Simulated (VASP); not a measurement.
Write the native input for VASP 6.6.1 that does the following.

* Task: single point
* Functional: LDA
* Potentials or basis: VASP PAW LDA potentials, release 64 (Si)
* Cutoff: 520 eV
* k mesh: 16 × 16 × 16
* Occupations: fermi-dirac, width 0.05 eV
* Spin: no spin polarisation
* Dipole correction: no
* Further INCAR settings: ALGO = Normal; EDIFF = 1e-06; NBANDS = 11

The structure of Si lies in POSCAR:

```
Si
1.0
   -2.2320831393      2.3485956976      1.2642852077
    2.2320831393     -2.3485956976      1.2642852077
    2.2320831393      2.3485956976     -1.2642852077
Si
2
Direct
    0.8070000000      0.5570000000      0.2500000000
    0.1930000000      0.4430000000      0.7500000000
```

These files were run (other wordings do the same):

INCAR

```
PREC = Accurate ; ENCUT = 520
EDIFF = 1E-6 ; ISMEAR = -1
SIGMA = 0.05 ; LREAL = False
LASPH = True ; NELM = 100
ALGO = Normal ; ISIF = 2
LWAVE = False ; LCHARG = True
GGA = CA ; LELF = True
LVHAR = True ; NBANDS = 11
```

KPOINTS

```
Automatic mesh
0
Gamma
  16 16 16
```

Potentials or basis: VASP PAW LDA potentials, release 64 (Si).

Launch:

```sh
$ cat potpaw_LDA.64/Si/POTCAR > POTCAR
$ mpirun -np 1 vasp_std > vasp.out
```

Results of the run:

```yaml
Pressure: 15.3 GPa
Largest_force: 0.008 eV/Å
Band_gap_on_the_k_mesh: zero (bands 4 and 5 overlap by 7.55 eV)
```

Caveat: the cell stands under pressure.

Wall time 58 s on 1 thread of Intel(R) Xeon(R) 6975P-C (Granite Rapids), with other jobs on the host, peak memory 0.25 GiB.
